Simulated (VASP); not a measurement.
# Li (a cell with a defect) in VASP: further runs

The runs below take Li (a cell with a defect) through single point, with PBE.

All numbers are computed with VASP 6.6.1; they aren't measurements. Logs are shortened: lines on timing, memory, paths and dates and some standing lists are left out, and cuts for length are marked.

### Step 1. The cell of the first run

The cell holds a defect, 17 atoms: a = 6.980 Å, b = 6.980 Å, c = 6.980 Å, α = 90.00°, β = 90.00°, γ = 90.00°.

### Step 2. Single point, PBE

The input, INCAR:

```
  PREC = Accurate
  ENCUT = 520
  EDIFF = 1E-6
  ISMEAR = -1
  SIGMA = 0.15
  LREAL = Auto
  LASPH = True
  NELM = 80
  ALGO = Normal
  ISIF = 2
  LWAVE = False
  LCHARG = False
  GGA = PE
  NBANDS = 40
```

The input, KPOINTS:

```
Automatic mesh
0
Gamma
  3 3 3
```

The input, POSCAR:

```
Li
1.0
    6.9800000000      0.0000000000      0.0000000000
    0.0000000000      6.9800000000      0.0000000000
    0.0000000000      0.0000000000      6.9800000000
Li
17
Direct
   -0.0022641834     -0.0191657593      0.0044085960
    0.5053106017     -0.0007873926      0.0221641834
    0.0183157593      0.4972419771     -0.0191709169
    0.0640224928      0.0448000000      0.4919391117
    0.2360223496      0.2734915473      0.2317853868
    0.4847312321      0.4670931232     -0.0014786533
    0.4625505731      0.0555398281      0.4833820917
    0.7671795129      0.2495836676      0.2482415473
    0.0032921203      0.5042693410      0.5136746418
    0.2598797994      0.7432474212      0.2536517192
    0.2528723496      0.2462709169      0.7686600287
    0.5017968481      0.4919212034      0.5034313754
    0.7461259312      0.6823429799      0.2025775072
    0.7577694842      0.2369607450      0.7517124642
    0.2672879656      0.7608075931      0.7452385387
    0.7217259312      0.7060815186      0.8055815186
    0.7656699140      0.8695912607      0.4988087393
```

Potentials or basis: VASP PAW PBE potentials, release 64 (Li_sv).

On the command line:

```
$ cat potpaw_PBE.64/Li_sv/POTCAR > POTCAR
$ mpirun -np 1 vasp_std > vasp.out
```

OUTCAR:

```text
PREC = Accurate
   ENCUT = 520
   EDIFF = 1E-6
   ISMEAR = -1
   LREAL = Auto
   LASPH = True
   NELM = 80
   ISIF = 2
   GGA = PE

 ion  position               nearest neighbor table
   1  0.998  0.981  0.004-
   2  0.505  0.999  0.022-
   3  0.018  0.497  0.981-
   4  0.064  0.045  0.492-  17 2.42
   5  0.236  0.273  0.232-
   6  0.485  0.467  0.999-
   7  0.463  0.056  0.483-  17 2.48
   8  0.767  0.250  0.248-
   9  0.003  0.504  0.514-
  10  0.260  0.743  0.254-
  11  0.253  0.246  0.769-
  12  0.502  0.492  0.503-
  13  0.746  0.682  0.203-  17 2.45
  14  0.758  0.237  0.752-
  15  0.267  0.761  0.745-
  16  0.722  0.706  0.806-  17 2.45
  17  0.766  0.870  0.499-   4 2.42  16 2.45  13 2.45   7 2.48

  LATTYP: Found a simple cubic cell.
 ALAT       =     6.9800000000

  Lattice vectors:

 A1 = (   6.9800000000,   0.0000000000,   0.0000000000)
 A2 = (   0.0000000000,   6.9800000000,   0.0000000000)
 A3 = (   0.0000000000,   0.0000000000,   6.9800000000)

Analysis of symmetry for initial positions (statically):
=====================================================================
 Subroutine PRICEL returns:
 Original cell was already a primitive cell.

 Routine SETGRP: Setting up the symmetry group for a
 simple cubic supercell.

 Subroutine GETGRP returns: Found  1 space group operations
 (whereof  1 operations were pure point group operations)
 out of a pool of 48 trial point group operations.

The static configuration has the point symmetry C_1 .

Analysis of symmetry for dynamics (positions and initial velocities):
=====================================================================
 Subroutine PRICEL returns:
 Original cell was already a primitive cell.

 Routine SETGRP: Setting up the symmetry group for a
 simple cubic supercell.

 Subroutine GETGRP returns: Found  1 space group operations
 (whereof  1 operations were pure point group operations)
 out of a pool of 48 trial point group operations.

The dynamic configuration has the point symmetry C_1 .

[... 112 lines left out ...]
   LNONCOLLINEAR =      F non collinear calculations
   LSORBIT =      F    spin-orbit coupling
   LASPH  =      T    aspherical Exc in radial PAW
   ENCUT  =  520.0 eV  38.22 Ry    6.18 a.u.  12.98 12.98 12.98*2*pi/ulx,y,z
   NELM   =     80;   NELMIN=  2; NELMDL= -5     # of ELM steps
   EDIFF  = 0.1E-05   stopping-criterion for ELM
   LREAL  =      T    real-space projection
   EDIFFG = 0.1E-04   stopping-criterion for IOM
   NSW    =      0    number of steps for IOM
   IBRION =     -1    ionic relax: 0-MD 1-quasi-New 2-CG
   NFREE  =      0    steps in history (QN), initial steepest desc. (CG)
   ISIF   =      2    stress and relaxation
   ISYM   =      2    0-nonsym 1-usesym 2-fastsym
   POTIM  = 0.5000    time-step for ionic-motion
   TEBEG  =    0.0;   TEEND  =   0.0 temperature during run
   PSTRESS=    0.0 pullay stress
   NELECT =      51.0000    total number of electrons
   NUPDOWN=      -1.0000    fix difference up-down
   EMIN   =  10.00;   EMAX   =-10.00  energy-range for DOS
   EFERMI =   0.00;   METHOD = LEGACY
   ISMEAR =    -1;   SIGMA  =   0.15  broadening in eV -4-tet -1-fermi 0-gaus
   EFERMI_NEDOS =   21; number of points for ismear=-14 and -15
   IALGO  =     38    algorithm
   IMIX   =      4    mixing-type and parameters
     AMIX     =   0.40;   BMIX     =  1.00
     AMIX_MAG =   1.60;   BMIX_MAG =  1.00
  volume/ion in A,a.u.               =      20.00       134.99
  Fermi-wavevector in a.u.,A,eV,Ry     =   0.869780  1.643646 10.293044  0.756517
  Thomas-Fermi vector in A             =   1.988651
   LORBIT       =      0    0 simple, 1 ext, 2 COOP (PROOUT), +10 PAW based schemes
   GGA     = PE    functional components
   LHFCALC =     F    Hartree Fock is set to
   AEXX    =    0.0000 exact exchange contribution
   IVDW    =     0    specifies the selected vdW correction
   LEPSILON=     F    determine dielectric tensor
   LRPA    =     F    only Hartree local field effects (RPA)
 non-spin polarized calculation
  energy-cutoff  :      520.00
  volume of cell :      340.07
 maximum number of plane-waves:      9180
 NGX is ok and might be reduce to    54
   NGX = 25   NGY = 25   NGZ = 25

 number of electron      50.9999993 magnetization

 Free energy of the ion-electron system (eV)
  ---------------------------------------------------
  ext. energy  EPLUGINS =         0.00000000
  ---------------------------------------------------
  free energy    TOTEN  =       -31.88447976 eV

  energy without entropy =      -31.34960745  energy(sigma->0) =      -31.61704361

 E-fermi :   0.6147     XC(G=0):  -7.0702

 val. band max:        0.5824695130   @ k =   0.0000  -0.3333   0.3333
 cond. band min:       0.6452212820   @ k =   0.3333   0.0000   0.3333
 fundamental gap:      0.0627517690
 Fermi energy:         0.6147339882

 k-point     1 :       0.0000    0.0000    0.0000
  band No.  band energies     occupation
      1     -46.2473      2.00000
      2     -45.9625      2.00000
      3     -45.9539      2.00000
      4     -45.9515      2.00000
      5     -45.9441      2.00000
      6     -45.9345      2.00000
[... 549 lines left out ...]
     36       3.7912      0.00000
     37       3.8660      0.00000
 [bands above 37 left out]

------------------------ aborting loop because EDIFF is reached ----------------------------------------

  FORCE on cell =-STRESS in cart. coord.  units (eV):
  Direction    XX          YY          ZZ          XY          YZ          ZX
  --------------------------------------------------------------------------------------
  -------------------------------------------------------------------------------------
  Total        0.9814912      0.4926123      1.0216742      0.3122828      0.0137035     -0.1037669
  in kB        4.6241372      2.3208633      4.8134529      1.4712701      0.0645616     -0.4888808
  external PRESSURE =       3.9194845 kB  Pullay stress =       0.0000000 kB

 VOLUME and BASIS-vectors are now :
 -----------------------------------------------------------------------------
  energy-cutoff  :      520.00
  volume of cell :      340.07
      direct lattice vectors                 reciprocal lattice vectors
     6.980000000  0.000000000  0.000000000     0.143266476  0.000000000  0.000000000
     0.000000000  6.980000000  0.000000000     0.000000000  0.143266476  0.000000000
     0.000000000  0.000000000  6.980000000     0.000000000  0.000000000  0.143266476

 POSITION                                       TOTAL-FORCE (eV/Angst)
 -----------------------------------------------------------------------------------
      6.96420      6.84622      0.03077        -0.004543     -0.001329      0.005684
      3.52707      6.97450      0.15471         0.002783     -0.004280     -0.009090
      0.12784      3.47075      6.84619         0.016065      0.001767     -0.012004
      0.44688      0.31270      3.43373         0.002125      0.004367      0.015362
      1.64744      1.90897      1.61786         0.005539      0.007952     -0.014819
      3.38342      3.26031      6.96968        -0.017609      0.003858      0.013870
[... 9 lines left out ...]
      5.03765      4.92845      5.62296         0.007786      0.005439     -0.007576
      5.34438      6.06975      3.48169         0.003739     -0.002613     -0.006223
 -----------------------------------------------------------------------------------
    total drift:                                0.010274      0.004676     -0.005145

  FREE ENERGIE OF THE ION-ELECTRON SYSTEM (eV)
  ---------------------------------------------------
  free  energy   TOTEN  =       -31.8844797648 eV

  energy  without entropy=      -31.3496074503  energy(sigma->0) =      -31.61704361
```

stdout:

```text
POSCAR found type information on POSCAR Li
 POSCAR found :  1 types and      17 ions
 scaLAPACK will be used
 LDA part: xc-table for (Slater+PW92), standard interpolation
 POSCAR, INCAR and KPOINTS ok, starting setup
 FFT: planning ... GRIDC
 FFT: planning ... GRID_SOFT
 FFT: planning ... GRID
 WAVECAR not read
 entering main loop
```

Wall time 4.4 min (1 thread of Intel Xeon Platinum 8259CL at 2.50GHz (Skylake/Cascade Lake), shared host); peak memory 0.4 GiB.

Results:

| Item | Value |
| --- | --- |
| Free energy | -31.8845 eV |
| Largest force | 0.023 eV/Å |
| Band gap on the k mesh | zero (an odd number of electrons rules out a gap without spin polarisation) |

Forces on the atoms (eV/Å):
```
Li  -0.005 -0.001  0.006
Li   0.003 -0.004 -0.009
Li   0.016  0.002 -0.012
Li   0.002  0.004  0.015
Li   0.006  0.008 -0.015
Li  -0.018  0.004  0.014
Li  -0.002 -0.013 -0.010
Li  -0.001  0.003  0.003
Li   0.004 -0.006  0.003
Li  -0.017  0.005  0.005
Li   0.006  0.003  0.019
Li  -0.005 -0.009 -0.002
Li  -0.002 -0.002  0.001
Li  -0.008  0.002  0.004
Li   0.009  0.002 -0.007
Li   0.008  0.005 -0.008
Li   0.004 -0.003 -0.006
```

Levels at points of the mesh, in eV from the Fermi level:
```csv
k point,band 22,band 23,band 24,band 25,band 26,band 27,band 28,band 29
"(0.00, 0.00, 0.00)",-1.23,-1.14,-1.12,0.07,0.13,0.23,0.25,0.31
```

Caveat: the cutoff is under 1.25 times the usual one of these potentials, so pressure, stress and relaxed cells hold a basis-set (Pulay) error.

### Step 3. Single point, PBE

The input, INCAR:

```
PREC = Accurate ; ENCUT = 520
EDIFF = 1E-6 ; ISMEAR = -1
SIGMA = 0.15 ; LREAL = Auto
LASPH = True ; NELM = 60
ALGO = Normal ; ISIF = 2
LWAVE = False ; LCHARG = False
GGA = PE ; NBANDS = 40
```

The input, KPOINTS:

```
regular mesh
0
Gamma
  3 3 3
```

The input, POSCAR:

```
Li
1.0
    6.9800000000      0.0000000000      0.0000000000
    0.0000000000      6.9800000000      0.0000000000
    0.0000000000      0.0000000000      6.9800000000
Li
17
Direct
    0.0009280802     -0.0179901146      0.0127680516
    0.5085095989     -0.0013829513      0.0272333811
    0.0255789398      0.4971674785     -0.0234641834
    0.0461312321      0.0239575931      0.5041383954
    0.2312657593      0.2725723496      0.2368726361
    0.4883183381      0.4719851003     -0.0060815186
    0.4459697708      0.0750909742      0.4986063037
    0.7662151862      0.2500320917      0.2506068768
    0.0042143266      0.5080418338      0.5150242120
    0.2657287966      0.7450846705      0.2568012894
    0.2456968481      0.2456147564      0.7751505731
    0.5038210602      0.4947037249      0.5059285100
    0.7640653295      0.6670881089      0.1910885387
    0.7583000000      0.2358839542      0.7532124642
    0.2740065903      0.7625222063      0.7491127507
    0.7394160458      0.7246157593      0.7930095989
    0.7220591691      0.8721825215      0.4623191977
```

Potentials or basis: VASP PAW PBE potentials, release 64 (Li_sv).

On the command line:

```
$ cat potpaw_PBE.64/Li_sv/POTCAR > POTCAR
$ mpirun -np 1 vasp_std > vasp.out
```

It took 4.7 min on 1 thread of Intel Xeon Platinum 8259CL at 2.50GHz (Skylake/Cascade Lake), shared host; peak memory 0.4 GiB.

It converged, with:

| Property | Result |
| --- | --- |
| Free energy | -31.9196 eV |
| Largest force | 0.070 eV/Å |
| Band gap on the k mesh | zero (an odd number of electrons rules out a gap without spin polarisation) |

Forces on the atoms (eV/Å):
```
Li   0.001 -0.001  0.021
Li   0.004 -0.001  0.004
Li   0.026  0.001 -0.024
Li  -0.015 -0.033  0.022
Li  -0.011  0.010 -0.004
Li  -0.008  0.008  0.004
Li  -0.022  0.018  0.004
Li   0.006  0.002  0.006
Li   0.000  0.001  0.007
Li   0.001  0.003  0.008
Li  -0.012  0.002  0.021
Li  -0.002 -0.004  0.000
Li   0.025 -0.028 -0.014
Li  -0.001 -0.001  0.007
Li   0.026  0.001 -0.001
Li   0.030  0.027 -0.010
Li  -0.048 -0.004 -0.051
```

Levels at points of the mesh, in eV from the Fermi level:
```tsv
k point	band 22	band 23	band 24	band 25	band 26	band 27	band 28	band 29
(0.00, 0.00, 0.00)	-1.23	-1.14	-1.12	0.06	0.11	0.26	0.28	0.31
```

Caveat: the cutoff is under 1.25 times the usual one of these potentials, so pressure, stress and relaxed cells hold a basis-set (Pulay) error.

The gap in the log of VASP goes by the Fermi energy; the results here count the filled bands.